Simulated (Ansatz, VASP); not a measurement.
## Ti: VASP beside Ansatz

INCAR

```
  ALGO = Fast
  EDIFF = 1E-6
  ENCUT = 520
  GGA = PS
  ISIF = 2
  ISMEAR = 0
  LASPH = True
  LCHARG = False
  LREAL = False
  LWAVE = False
  NBANDS = 19
  NELM = 80
  PREC = Accurate
  SIGMA = 0.15
```

KPOINTS

```
k-points
0
Gamma
  24 24 14
```

Contents of POSCAR:

```
Ti
1.0
    2.9294395524      0.0000000000      0.0000000000
   -1.4647197762      2.4867320599      0.0000000000
    0.0000000000      0.0000000000      4.5909904469
Ti
2
Direct
    0.3333333333      0.6666666667      0.2500000000
    0.6666666667      0.3333333333      0.7500000000
```

Input for Ansatz:

```yaml
crystal:
  lattice:
    - [2.9294395524, 0.0, 0.0]
    - [-1.4647197762, 2.4867320599, 0.0]
    - [0.0, 0.0, 4.5909904469]
  atoms:
    - { symbol: Ti, position: [0.3333333333, 0.6666666667, 0.25] }
    - { symbol: Ti, position: [0.6666666667, 0.3333333333, 0.75] }
basis:
  ecutwfc: 420
kpoints:
  mp_grid: { grid: [24, 24, 14] }
hamiltonian:
  xc: pbesol
scf:
  occupations: { method: gaussian, width: 0.15 }
output:
  forces: true
  stress: true
  eigenvalues: true
  write_density: true
  write_potential: true
  elf: true
  volumetric_format: npy
```

Change from the starting cell: strain +0.0100 x Voigt [1, -1, 0, 0, 0, 0], atoms carried along.

Alike in both runs: task single point; functional PBEsol; k mesh 24 × 24 × 14; occupations gaussian, width 0.15 eV; no spin polarisation.

|  | VASP | Ansatz |
| --- | --- | --- |
| version | VASP 6.6.1 | Ansatz 0.2.0 |
| potentials or method | VASP PAW PBE potentials, release 64 (Ti_sv), cutoff 520 eV | scalar-relativistic, plane waves, PAW |
| valence electrons in the cell | 24 | 24 |

```tsv
	VASP	Ansatz	Ansatz less VASP
gap on the k mesh at the Fermi level (eV)	none	none	-
pressure (GPa)	-0.3	0.1	+0.33
traceless stress, the component that is largest in VASP (GPa)	1.33	1.34	+0.013
rms of the force components (eV/Å)	0.032	0.033	+0.0004
```

VASP's potentials were made for PBE, not for PBEsol. Atom by atom the forces differ by 0.000 eV/Å (rms over components). A gap of «none» marks a metal or a gap that the smearing closes.
